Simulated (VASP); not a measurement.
A run of VASP 6.6.1:

INCAR

```
  PREC = Accurate
  ENCUT = 520
  EDIFF = 1E-7
  ISMEAR = -1
  SIGMA = 0.02
  LREAL = F
  LASPH = T
  NELM = 80
  ALGO = Normal
  ISIF = 2
  LWAVE = F
  LCHARG = F
  GGA = PS
  NBANDS = 19
```

Contents of KPOINTS:

```
Automatic mesh
0
Gamma
  4 4 4
```

POSCAR

```
Sr2C
1.0
    0.0000000000      3.3601424449      3.3601424449
    3.3601424449      0.0000000000      3.3601424449
    3.3601424449      3.3601424449      0.0000000000
C Sr
1 2
Direct
    0.0000000000      0.0000000000      0.0000000000
    0.2500000000      0.2500000000      0.2500000000
    0.7500000000      0.7500000000      0.7500000000
```

Potentials or basis: VASP PAW PBE potentials, release 64 (C, Sr_sv).

Command:

```bash
$ cat potpaw_PBE.64/C/POTCAR potpaw_PBE.64/Sr_sv/POTCAR > POTCAR
$ mpirun -np 1 vasp_std > vasp.out
```

Hardware: 1 thread of Intel(R) Xeon(R) Platinum 8259CL CPU @ 2.50GHz (Skylake/Cascade Lake), on a shared host.

**Question.** How long does it take, and how much memory?

**Answer.** Run time: 15 s on 1 thread of Intel(R) Xeon(R) Platinum 8259CL CPU @ 2.50GHz (Skylake/Cascade Lake) (shared host), peak memory 0.2 GiB. Counts: scf iterations 15, k points 8.
